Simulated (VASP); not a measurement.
**Hf3Br: single point with PBE**

Hf3Br:

```xyz
4
Lattice="-2.8673 2.8673 2.8673 2.8673 -2.8673 2.8673 2.8673 2.8673 -2.8673" Properties=species:S:1:pos:R:3 pbc="T T T"
Hf    2.8673    0.0000    0.0000
Hf    0.0000    2.8673    0.0000
Hf    0.0000    0.0000    2.8673
Br    0.0000    0.0000    0.0000
```

- Program: VASP 6.6.1
- Task: single point
- Functional: PBE
- Potentials or basis: VASP PAW PBE potentials, release 64 (Hf_pv, Br)
- Cutoff: 520 eV
- k mesh: 4 × 4 × 4
- Occupations: gaussian, width 0.1 eV
- Spin: no spin polarisation
- Dipole correction: no
- Further INCAR settings: ALGO = Normal; EDIFF = 1e-06; NBANDS = 26

The pressure is -0.5 GPa.

Levels at points of the mesh, in eV from the Fermi level:
```tsv
k point	band 14	band 15	band 16	band 17	band 18	band 19	band 20	band 21	band 22	band 23
(0.00, 0.00, 0.00)	-5.21	-2.77	-2.77	-2.77	-1.52	-1.52	1.26	1.26	2.06	3.45
(0.50, 0.00, 0.00)	-2.48	-1.93	-0.96	-0.43	-0.02	0.09	0.19	0.78	1.20	1.25
(0.50, 0.50, 0.50)	-3.20	-3.20	-1.14	-1.14	-1.14	-0.90	1.17	1.17	1.75	2.53
```

Wall time 45 s on 1 thread of Oxide Virtual Turin-like Processor, on a shared host, peak memory 0.2 GiB.

Caveat: the k points lie up to 0.39 Å⁻¹ apart; spin-orbit coupling is left out, which moves the levels of the heavy elements; an odd number of electrons without spin polarisation forces a metal; a magnetic or distorted state may lie lower.
